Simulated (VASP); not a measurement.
# CaIrN2 (R-3m) in VASP: relaxation of cell and atoms with r2SCAN+rVV10

Aim: the relaxation of cell and atoms of CaIrN2 with r2SCAN+rVV10.

Everything below comes from runs of VASP 6.6.1. Logs are shortened: lines on timing, memory, paths and dates and some standing lists are left out, and cuts for length are marked.

## 1. The cell of the first run

It takes space group R-3m (No. 166, trigonal). The conventional cell has a = 3.298 Å, b = 3.298 Å, c = 15.028 Å, α = 90.00°, β = 90.00°, γ = 120.00°. Within 3.3 Å of Ca (site symmetry -3m) lie 6 N at 2.45 Å and 6 Ir at 3.15 Å and 6 Ca at 3.30 Å. Ir (site symmetry -3m) has 6 N at 2.13 Å within 2.8 Å. Within 2.8 Å of N (site symmetry 3m) lie 3 Ir at 2.13 Å and 3 Ca at 2.45 Å and 3 N at 2.71 Å.

## 2. Relaxation of cell and atoms, r2SCAN+rVV10

The input, POSCAR:

```
CaIrN2
1.0
    1.6488500000      0.9519639914      5.0094002233
   -1.6488500000      0.9519639914      5.0094002233
    0.0000000000     -1.9039279827      5.0094002233
Ca Ir N
1 1 2
Direct
    0.0000000000      0.0000000000      0.0000000000
    0.5000000000      0.5000000000      0.5000000000
    0.7691190000      0.7691190000      0.7691190000
    0.2308810000      0.2308810000      0.2308810000
```

The input, INCAR.step1:

```
PREC = Accurate
ENCUT = 660
ISMEAR = -1
SIGMA = 0.1
LREAL = False
LASPH = True
NELM = 120
GGA = PE
ALGO = Normal
EDIFF = 1E-5
LWAVE = True
LCHARG = False
GGA_COMPAT = False
IBRION = 2
ISIF = 3
EDIFFG = -0.005
NELMIN = 4
NSW = 100
```

The input, INCAR.step2:

```
PREC = Accurate
ENCUT = 660
EDIFF = 1E-7
ISMEAR = -1
SIGMA = 0.1
LREAL = False
LASPH = True
NELM = 120
ALGO = Normal
ISIF = 3
LWAVE = False
LCHARG = False
METAGGA = R2SCAN
LMIXTAU = True
LUSE_VDW = True
IVDW_NL = 2
BPARAM = 11.95
CPARAM = 0.0093
IBRION = 2
NSW = 80
EDIFFG = -0.1
ISTART = 1
GGA_COMPAT = False
NELMIN = 4
```

The input, KPOINTS:

```
Automatic mesh
0
Gamma
  10 10 10
  0.5 0.5 0.5
```

Potentials or basis: VASP PAW PBE potentials, release 64 (Ca_sv, Ir, N).

Started as:

```sh
> cat potpaw_PBE.64/Ca_sv/POTCAR potpaw_PBE.64/Ir/POTCAR potpaw_PBE.64/N/POTCAR > POTCAR
> cp INCAR.step1 INCAR
> mpirun -np 1 vasp_std > vasp.out
> cp INCAR.step2 INCAR
> mpirun -np 1 vasp_std > vasp.out
```

OUTCAR:

```text
PREC = Accurate
   ENCUT = 660
   EDIFF = 1E-7
   ISMEAR = -1
   LREAL = False
   LASPH = True
   NELM = 120
   ISIF = 3
   METAGGA = R2SCAN
   IVDW_NL = 2
   BPARAM = 11.95
   IBRION = 2
   NSW = 80
   EDIFFG = -0.1
   ISTART = 1
   NELMIN = 4

 ion  position               nearest neighbor table
   1  0.000  0.000  0.000-   3 2.45   3 2.45   4 2.45   4 2.45   3 2.45   4 2.45   2 3.15   2 3.15
                             2 3.15   2 3.15   2 3.15   2 3.15
   2  0.500  0.500  0.500-   4 2.13   4 2.13   3 2.13   3 2.13   4 2.13   3 2.13   1 3.15   1 3.15
                             1 3.15   1 3.15   1 3.15   1 3.15
   3  0.769  0.769  0.769-   2 2.13   2 2.13   2 2.13   1 2.45   1 2.45   1 2.45
   4  0.231  0.231  0.231-   2 2.13   2 2.13   2 2.13   1 2.45   1 2.45   1 2.45

  LATTYP: Found a trigonal (rhomboedric) cell.
 ALAT       =     5.3590141221
 COS(alpha) =     0.8106686682

  Lattice vectors:

 A1 = (   1.6488500000,   0.9519639914,   5.0094002233)
 A2 = (  -1.6488500000,   0.9519639914,   5.0094002233)
 A3 = (   0.0000000000,  -1.9039279827,   5.0094002233)

Analysis of symmetry for initial positions (statically):
=====================================================================
 Subroutine PRICEL returns:
 Original cell was already a primitive cell.

 Routine SETGRP: Setting up the symmetry group for a
 trigonal (rhombohedral) supercell.

 Subroutine GETGRP returns: Found 12 space group operations
 (whereof 12 operations were pure point group operations)
 out of a pool of 12 trial point group operations.

The static configuration has the point symmetry D_3d.

Analysis of symmetry for dynamics (positions and initial velocities):
=====================================================================
 Subroutine PRICEL returns:
 Original cell was already a primitive cell.

 Routine SETGRP: Setting up the symmetry group for a
 trigonal (rhombohedral) supercell.

 Subroutine GETGRP returns: Found 12 space group operations
 (whereof 12 operations were pure point group operations)
 out of a pool of 12 trial point group operations.

The dynamic configuration has the point symmetry D_3d.

 Subroutine INISYM returns: Found 12 space group operations
 (whereof 12 operations are pure point group operations),
 and found     1 'primitive' translations

----------------------------------------------------------------------------------------

                                     Primitive cell

  volume of cell :      47.1779

  direct lattice vectors                    reciprocal lattice vectors
     1.648850000  0.951963991  5.009400223     0.303241653  0.175076650  0.066541566
    -1.648850000  0.951963991  5.009400223    -0.303241653  0.175076650  0.066541566
     0.000000000 -1.903927983  5.009400223     0.000000000 -0.350153300  0.066541566

  length of vectors
     5.359014122  5.359014122  5.359014122     0.356419856  0.356419856  0.356419856

  position of ions in fractional coordinates (direct lattice)
     0.000000000  0.000000000  0.000000000
     0.500000000  0.500000000  0.500000000
     0.769119000  0.769119000  0.769119000
     0.230881000  0.230881000  0.230881000

  ion indices of the primitive-cell ions
   primitive index   ion index
                 1           1
                 2           2
                 3           3
                 4           4

----------------------------------------------------------------------------------------

 KPOINTS: Automatic mesh

Automatic generation of k-mesh.
 Grid dimensions read from file:
 generate k-points for:   10   10   10

 Generating k-lattice:

  Cartesian coordinates                     Fractional coordinates (reciprocal lattice)
     0.030324165  0.017507665  0.006654157     0.100000000 -0.000000000  0.000000000
    -0.030324165  0.017507665  0.006654157    -0.000000000  0.100000000  0.000000000
     0.000000000 -0.035015330  0.006654157     0.000000000  0.000000000  0.100000000

  Length of vectors
     0.035641986  0.035641986  0.035641986

  Shift w.r.t. Gamma in fractional coordinates (k-lattice)
     0.500000000  0.500000000  0.500000000

 Subroutine IBZKPT returns following result:
 ===========================================

 Found    110 irreducible k-points:

 Following reciprocal coordinates:
            Coordinates               Weight
  0.050000  0.050000  0.050000      2.000000
  0.150000  0.050000  0.050000      6.000000
  0.250000  0.050000  0.050000      6.000000
  0.350000  0.050000  0.050000      6.000000
  0.450000  0.050000  0.050000      6.000000
 -0.450000  0.050000  0.050000      6.000000
[... 16 lines left out ...]
 -0.450000  0.250000  0.050000     12.000000
 -0.350000  0.250000  0.050000     12.000000
 [... further k-points ...]
   k-points           NKPTS =    110   k-points in BZ     NKDIM =    110   number of bands    NBANDS=     18
   number of dos      NEDOS =    301   number of ions     NIONS =      4
   total plane-waves  NPLWV = 110592
   dimension x,y,z NGX =    48 NGY =   48 NGZ =   48
   dimension x,y,z NGXF=    96 NGYF=   96 NGZF=   96
   ions per type =               1   1   2
   NGX,Y,Z   is equivalent  to a cutoff of  14.89, 14.89, 14.89 a.u.
   NGXF,Y,Z  is equivalent  to a cutoff of  29.78, 29.78, 29.78 a.u.
 SYSTEM =  unknown system
   PREC   = accura    normal or accurate (medium, high low for compatibility)
   ISTART =      1    job   : 0-new  1-cont  2-samecut
   ICHARG =      0    charge: 1-file 2-atom 10-const
   ISPIN  =      1    spin polarized calculation?
   LNONCOLLINEAR =      F non collinear calculations
   LSORBIT =      F    spin-orbit coupling
   LASPH  =      T    aspherical Exc in radial PAW
   ENCUT  =  660.0 eV  48.51 Ry    6.96 a.u.  11.23 11.23 11.23*2*pi/ulx,y,z
   NELM   =    120;   NELMIN=  4; NELMDL=  0     # of ELM steps
   EDIFF  = 0.1E-06   stopping-criterion for ELM
   LREAL  =      F    real-space projection
   EDIFFG = -.1E+00   stopping-criterion for IOM
   NSW    =     80    number of steps for IOM
   IBRION =      2    ionic relax: 0-MD 1-quasi-New 2-CG
   NFREE  =      1    steps in history (QN), initial steepest desc. (CG)
   ISIF   =      3    stress and relaxation
   ISYM   =      2    0-nonsym 1-usesym 2-fastsym
   POTIM  = 0.5000    time-step for ionic-motion
   TEBEG  =    0.0;   TEEND  =   0.0 temperature during run
   PSTRESS=    0.0 pullay stress
   NELECT =      29.0000    total number of electrons
   NUPDOWN=      -1.0000    fix difference up-down
   EMIN   =  10.00;   EMAX   =-10.00  energy-range for DOS
   EFERMI =   0.00;   METHOD = LEGACY
   ISMEAR =    -1;   SIGMA  =   0.10  broadening in eV -4-tet -1-fermi 0-gaus
   EFERMI_NEDOS =   21; number of points for ismear=-14 and -15
   IALGO  =     38    algorithm
   IMIX   =      4    mixing-type and parameters
     AMIX     =   0.40;   BMIX     =  1.00
     AMIX_MAG =   1.60;   BMIX_MAG =  1.00
  volume/ion in A,a.u.               =      11.79        79.59
  Fermi-wavevector in a.u.,A,eV,Ry     =   1.391964  2.630430 26.362149  1.937563
  Thomas-Fermi vector in A             =   2.515752
   LORBIT       =      0    0 simple, 1 ext, 2 COOP (PROOUT), +10 PAW based schemes
   METAGGA = R2SCAN    functional components
   LHFCALC =     F    Hartree Fock is set to
   AEXX    =    0.0000 exact exchange contribution
   IVDW_NL    =     2    kernel type
   BPARAM     =11.9500
   IVDW    =     0    specifies the selected vdW correction
   LEPSILON=     F    determine dielectric tensor
   LRPA    =     F    only Hartree local field effects (RPA)
 conjugate gradient relaxation of ions
 non-spin polarized calculation
  energy-cutoff  :      660.00
  volume of cell :       47.18
 maximum number of plane-waves:      1832
 NGX is ok and might be reduce to    48
   NGX = 23   NGY = 23   NGZ = 23

--------------------------------------- Ionic step        1  -------------------------------------------

 number of electron      29.0000001 magnetization

 Free energy of the ion-electron system (eV)
  ---------------------------------------------------
  ext. energy  EPLUGINS =         0.00000000
  ---------------------------------------------------
  free energy    TOTEN  =       -78.58736753 eV

  energy without entropy =      -78.50232830  energy(sigma->0) =      -78.54484792

------------------------ aborting loop because EDIFF is reached ----------------------------------------

  FORCE on cell =-STRESS in cart. coord.  units (eV):
  Direction    XX          YY          ZZ          XY          YZ          ZX
  --------------------------------------------------------------------------------------
  -------------------------------------------------------------------------------------
  Total       -1.4143388     -1.4143388     -0.8652966      0.0000000     -0.0000000      0.0000000
  in kB      -48.0314163    -48.0314163    -29.3857603      0.0000000     -0.0000000      0.0000000
  external PRESSURE =     -41.8161977 kB  Pullay stress =       0.0000000 kB
[... 99 lines left out ...]
  energy  without entropy=      -78.5172955179  energy(sigma->0) =      -78.55905956

--------------------------------------- Ionic step        4  -------------------------------------------

 number of electron      29.0000000 magnetization

 Free energy of the ion-electron system (eV)
  ---------------------------------------------------
  ext. energy  EPLUGINS =         0.00000000
  ---------------------------------------------------
  free energy    TOTEN  =       -78.60391056 eV

  energy without entropy =      -78.52010731  energy(sigma->0) =      -78.56200894

 E-fermi :   6.7724     XC(G=0): -13.0937

 val. band max:        6.7695436252   @ k =   0.3500   0.2500   0.0500
 cond. band min:       6.7735103667   @ k =   0.4500   0.3500   0.1500
 fundamental gap:      0.0039667416
 Fermi energy:         6.7723503540

 k-point     1 :       0.0500    0.0500    0.0500
  band No.  band energies     occupation
      1     -34.2484      2.00000
      2     -14.7697      2.00000
      3     -14.1586      2.00000
      4     -14.1586      2.00000
      5     -10.2499      2.00000
      6      -6.9673      2.00000
[... 10 lines left out ...]
     17      10.0907      0.00000
     18      11.0683      0.00000
[... 466 lines left out ...]
      2     -14.8998      2.00000
      3     -14.5164      2.00000
      4     -14.4596      2.00000
      5      -8.3405      2.00000
      6      -8.0897      2.00000
[... 10 lines left out ...]
     17      10.2615      0.00000
     18      11.3627      0.00000

 [... further k-points ...]
[... 5 lines left out ...]
  --------------------------------------------------------------------------------------
  -------------------------------------------------------------------------------------
  Total       -0.0005570     -0.0005570      0.0835136      0.0000000      0.0000000     -0.0000000
  in kB       -0.0193161     -0.0193161      2.8960286      0.0000000      0.0000000     -0.0000000
  external PRESSURE =       0.9524655 kB  Pullay stress =       0.0000000 kB
[... 19 lines left out ...]
  FREE ENERGIE OF THE ION-ELECTRON SYSTEM (eV)
  ---------------------------------------------------
  free  energy   TOTEN  =       -78.6039105595 eV

  energy  without entropy=      -78.5201073130  energy(sigma->0) =      -78.56200894

 reached required accuracy - stopping structural energy minimisation
```

Run time: 50 min. Hardware: 1 thread of Intel Xeon 6975P-C (Granite Rapids), shared host; peak memory 0.87 GiB.

Results:

| Item | Value |
| --- | --- |
| Free energy | -78.6039 eV |
| Relaxed volume | 11.55 Å³/atom |
| Relaxed cell | a = 5.335 Å, b = 5.335 Å, c = 5.335 Å, α = 35.70°, β = 35.70°, γ = 35.70° |
| Space group after relaxing (to 0.1 Å) | R-3m (No. 166) |
| Energy gained by relaxing | 4.1 meV/atom |
| Ionic steps | 4 |
| Pressure after relaxing | 0.1 GPa |
| Largest force after relaxing | 0.061 eV/Å |
| Band gap on the k mesh | zero (an odd number of electrons rules out a gap without spin polarisation) |

Forces on the atoms (eV/Å):
```
Ca   0.000  0.000  0.000
Ir   0.000  0.000  0.000
N    0.000  0.000 -0.061
N    0.000  0.000  0.061
```

Step by step:
| step | energy change (eV) | largest force (eV/Å) | pressure (GPa) | volume (Å³) |
| --- | --- | --- | --- | --- |
| 1 | 0.0000 | 0.1468 | -4.18 | 47.18 |
| 2 | 0.0082 | 0.3447 | 6.47 | 45.11 |
| 3 | -0.0135 | 0.2311 | 0.27 | 46.25 |
| 4 | -0.0165 | 0.0609 | 0.10 | 46.20 |

Final structure:
```
CELL_PARAMETERS angstrom
1.63500 0.94397 4.98931
-1.63500 0.94397 4.98931
0.00000 -1.88793 4.98931
ATOMIC_POSITIONS crystal
Ca 0.00000 0.00000 0.00000
Ir 0.50000 0.50000 0.50000
N 0.76821 0.76821 0.76821
N 0.23179 0.23179 0.23179
```

Caveat: the PAW data sets were made with another functional, which shifts forces and pressure a little; spin-orbit coupling is left out, which moves the levels of the heavy elements; an odd number of electrons without spin polarisation forces a metal; a magnetic or distorted state may lie lower; the relaxation stopped at a loose force limit of 0.1 eV/Å, so its end isn't a converged minimum.
